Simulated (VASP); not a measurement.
Crystal: InAs.

```xyz
2
Lattice="0.0000 3.0943 3.0943 3.0943 0.0000 3.0943 3.0943 3.0943 0.0000" Properties=species:S:1:pos:R:3 pbc="T T T"
In    0.0000    0.0000    0.0000
As    1.5472    1.5472    1.5472
```

| Property | Result |
| --- | --- |
| Program | VASP 6.6.1 |
| Task | relaxation of cell and atoms |
| Functional | r2SCAN |
| Potentials or basis | VASP PAW PBE potentials, release 64 (In_d, As) |
| Cutoff | 600 eV |
| k mesh | 6 × 6 × 6 |
| Occupations | fermi-dirac, width 0.02 eV |
| Spin | no spin polarisation |

At the start: pressure -1.9 GPa; volume 29.63 Å³/atom.

Question: Where does the relaxation end?

Answer: Over 3 steps the energy falls by 6.9 meV/atom and the volume is 28.52 Å³/atom (-3.7 %); space group F-43m (No. 216, to 0.1 Å) before and after.

Step by step:
| step | energy change (eV) | largest force (eV/Å) | pressure (GPa) | volume (Å³) |
| --- | --- | --- | --- | --- |
| 1 | 0.0000 | 0.0000 | -1.94 | 59.26 |
| 2 | -0.0119 | 0.0000 | 0.80 | 56.24 |
| 3 | -0.0138 | 0.0000 | -0.02 | 57.04 |

Final structure:
```cif
data_structure
_symmetry_space_group_name_H-M 'P 1'
_symmetry_Int_Tables_number 1
_cell_length_a 4.3207
_cell_length_b 4.3207
_cell_length_c 4.3207
_cell_angle_alpha 60.000
_cell_angle_beta 60.000
_cell_angle_gamma 60.000
_cell_volume 57.04
loop_
_atom_site_label
_atom_site_type_symbol
_atom_site_fract_x
_atom_site_fract_y
_atom_site_fract_z
_atom_site_occupancy
In1 In 0.00000 0.00000 0.00000 1
As1 As 0.25000 0.25000 0.25000 1
```

Caveat: the PAW data sets were made with another functional, which shifts forces and pressure a little.
